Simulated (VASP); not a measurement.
# TaN (P6_3mc) in VASP: a series of runs, part 2 of 2

VASP 6.6.1. Earlier steps stand in the parts before.

**4. Single point, PBE (volume 12.076 Å^3 an atom, c/a of the conventional cell 2.1843)**

Input file INCAR:

```
  PREC = Accurate
  ENCUT = 520
  EDIFF = 1E-6
  ISMEAR = 0
  SIGMA = 0.15
  LREAL = False
  LASPH = True
  NELM = 80
  ALGO = Normal
  ISIF = 2
  LWAVE = False
  LCHARG = False
  GGA = PE
  NBANDS = 24
```

Input file KPOINTS:

```
regular mesh
0
Gamma
  18 18 8
```

Input file POSCAR:

```
TaN
1.0
    2.9447384434      0.0000000000      0.0000000000
   -1.4723692217      2.5502182995      0.0000000000
    0.0000000000      0.0000000000      6.4321921819
Ta N
2 2
Direct
    0.3333333333      0.6666666667      0.0304880884
    0.6666666667      0.3333333333      0.5304880884
    0.3333333333      0.6666666667      0.3545119116
    0.6666666667      0.3333333333      0.8545119116
```

Potentials or basis: VASP PAW PBE potentials, release 64 (Ta_pv, N).

Run with:

```bash
$ cat potpaw_PBE.64/Ta_pv/POTCAR potpaw_PBE.64/N/POTCAR > POTCAR
$ mpirun -np 1 vasp_std > vasp.out
```

OUTCAR:

```text
PREC = Accurate
   ENCUT = 520
   EDIFF = 1E-6
   ISMEAR = 0
   LREAL = False
   LASPH = True
   NELM = 80
   ISIF = 2
   GGA = PE

 ion  position               nearest neighbor table
   1  0.333  0.667  0.030-   4 2.04   4 2.04   4 2.04   3 2.08
   2  0.667  0.333  0.530-   3 2.04   3 2.04   3 2.04   4 2.08
   3  0.333  0.667  0.355-   2 2.04   2 2.04   2 2.04   1 2.08
   4  0.667  0.333  0.855-   1 2.04   1 2.04   1 2.04   2 2.08

  LATTYP: Found a hexagonal cell.
[... 849 lines left out ...]
  FORCE on cell =-STRESS in cart. coord.  units (eV):
  Direction    XX          YY          ZZ          XY          YZ          ZX
  --------------------------------------------------------------------------------------
  -------------------------------------------------------------------------------------
  Total       11.0178454     11.0178454     -2.5981346      0.0000000      0.0000000     -0.0000000
  in kB      365.4467973    365.4467973    -86.1765570      0.0000000      0.0000000     -0.0000000
  external PRESSURE =     214.9056792 kB  Pullay stress =       0.0000000 kB

 VOLUME and BASIS-vectors are now :
 -----------------------------------------------------------------------------
  energy-cutoff  :      520.00
  volume of cell :       48.30
      direct lattice vectors                 reciprocal lattice vectors
     2.944738443  0.000000000  0.000000000     0.339588734  0.196061647  0.000000000
    -1.472369222  2.550218300  0.000000000     0.000000000  0.392123294  0.000000000
     0.000000000  0.000000000  6.432192182     0.000000000  0.000000000  0.155467992

 POSITION                                       TOTAL-FORCE (eV/Angst)
 -----------------------------------------------------------------------------------
     -0.00000      1.70015      0.19611         0.000000     -0.000000      2.226575
      1.47237      0.85007      3.41220        -0.000000      0.000000      2.226575
     -0.00000      1.70015      2.28029         0.000000     -0.000000     -2.226575
      1.47237      0.85007      5.49638        -0.000000      0.000000     -2.226575
 -----------------------------------------------------------------------------------
    total drift:                               -0.000000      0.000000     -0.000140

  FREE ENERGIE OF THE ION-ELECTRON SYSTEM (eV)
  ---------------------------------------------------
  free  energy   TOTEN  =       -42.5786583657 eV

  energy  without entropy=      -42.5643591723  energy(sigma->0) =      -42.57150877
```

OSZICAR:

```text
N       E                     dE             d eps       ncg     rms          rms(c)
DAV:   1     0.271318308861E+03    0.27132E+03   -0.17572E+04  8880   0.139E+03
DAV:   2    -0.354628749913E+02   -0.30678E+03   -0.29215E+03 10656   0.405E+02
DAV:   3    -0.489454380200E+02   -0.13483E+02   -0.13284E+02 11208   0.831E+01
DAV:   4    -0.491037260874E+02   -0.15829E+00   -0.15806E+00 10232   0.955E+00
DAV:   5    -0.491060100938E+02   -0.22840E-02   -0.22827E-02 11456   0.959E-01    0.365E+01
DAV:   6    -0.429442422198E+02    0.61618E+01   -0.27123E+01 10984   0.355E+01    0.149E+01
DAV:   7    -0.426473073699E+02    0.29693E+00   -0.19788E+00 10496   0.992E+00    0.101E+01
DAV:   8    -0.425823851541E+02    0.64922E-01   -0.22238E-01 11064   0.403E+00    0.127E+00
DAV:   9    -0.425787900472E+02    0.35951E-02   -0.17382E-02 10616   0.900E-01    0.239E-01
DAV:  10    -0.425787122522E+02    0.77795E-04   -0.13542E-03 11176   0.333E-01    0.111E-01
DAV:  11    -0.425786573743E+02    0.54878E-04   -0.17716E-04 10936   0.996E-02    0.165E-02
DAV:  12    -0.425786585440E+02   -0.11697E-05   -0.12558E-05 10456   0.269E-02    0.384E-03
DAV:  13    -0.425786583657E+02    0.17832E-06   -0.34199E-07  6672   0.545E-03
   1 F= -.42578658E+02 E0= -.42571509E+02  d E =-.142992E-01
```

stdout:

```text
POSCAR found type information on POSCAR TaN
 POSCAR found :  2 types and       4 ions
 scaLAPACK will be used
 LDA part: xc-table for (Slater+PW92), standard interpolation
 POSCAR, INCAR and KPOINTS ok, starting setup
 FFT: planning ... GRIDC
 FFT: planning ... GRID_SOFT
 FFT: planning ... GRID
 WAVECAR not read
 entering main loop
```

Wall time 67 s (1 thread of Intel Xeon 6975P-C (Granite Rapids), shared host); peak memory 0.3 GiB.

Results:

```yaml
Free_energy: -42.5787 eV
Pressure: 21.5 GPa
Largest_force: 2.227 eV/Å
Band_gap_on_the_k_mesh: zero (band 16 reaches 6.91 eV, above the bottom of band 17 at 6.87 eV)
```

Forces in eV/Å, atoms in the order of the input:
```
Ta   0.000  0.000  2.227
Ta   0.000  0.000  2.227
N    0.000  0.000 -2.227
N    0.000  0.000 -2.227
```

Stress tensor (GPa, compression positive):
```
36.54  0.00  0.00
 0.00 36.54  0.00
 0.00  0.00 -8.62
```

Caveat: spin-orbit coupling is left out, which moves the levels of the heavy elements; forces of over 1 eV/Å act on the atoms, so gaps and moduli don't describe the material at rest.

**5. Summary**

```csv
cell,gap on the mesh (eV),pressure (GPa),largest force (eV/Å)
"a = 3.191, b = 3.191, c = 5.477 Å, angles 90.0, 90.0, 120.0°, 4 atoms",none,41.3,4.91
"a = 3.025, b = 3.025, c = 6.097 Å, angles 90.0, 90.0, 120.0°, 4 atoms",none,23.8,0.86
"a = 2.945, b = 2.945, c = 6.432 Å, angles 90.0, 90.0, 120.0°, 4 atoms",none,21.5,2.23
```

Alike in all rows: task single point; level PBE; potentials or basis VASP PAW PBE potentials, release 64 (Ta_pv, N); no spin polarisation; k mesh 18 × 18 × 8; cutoff (eV) 520; smearing gaussian 0.15 eV.

Caveats: spin-orbit coupling is left out, which moves the levels of the heavy elements; forces of over 1 eV/Å act on the atoms, so gaps and moduli don't describe the material at rest (some runs).

Total energies depend on the potentials used, so only differences within one code and one set of settings carry meaning.
